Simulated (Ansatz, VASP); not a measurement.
# One calculation of Ga4Sb3P, two programs

```
CELL_PARAMETERS angstrom
4.31290 0.00000 0.00000
0.00000 8.63516 0.00000
0.00000 0.00000 6.07988
ATOMIC_POSITIONS crystal
P 0.00000 0.00000 0.00098
Ga 0.50000 0.00000 0.78670
Ga 0.00000 0.77124 0.23654
Ga 0.50000 0.50000 0.73750
Ga 0.00000 0.22876 0.23654
Sb 0.50000 0.76120 0.50043
Sb 0.00000 0.50000 0.00088
Sb 0.50000 0.23880 0.50043
```

Alike in both runs: task single point; functional PBE; k mesh 6 × 4 × 4; occupations fermi-dirac, width 0.02 eV; no spin polarisation.

|  | VASP | Ansatz |
| --- | --- | --- |
| version | VASP 6.6.1 | Ansatz 0.2.0 |
| potentials or method | VASP PAW PBE potentials, release 64 (P, Ga_d, Sb) | plane waves, PAW |
| plane-wave cutoff (eV) | 520 | 420 |
| valence electrons in the cell | 72 | 102 |

Ansatz gave:

| Quantity | Value |
| --- | --- |
| pressure (GPa) | -1.4 |
| rms of the force components (eV/Å) | 0.016 |

What did VASP give for the same quantities?

Pressure (GPa): -1.3; rms of the force components (eV/Å): 0.016.

VASP's potentials hold 72 valence electrons a cell and Ansatz's 102, so a difference there can come from the potentials and not from the codes.

Neither program's run includes spin-orbit coupling.
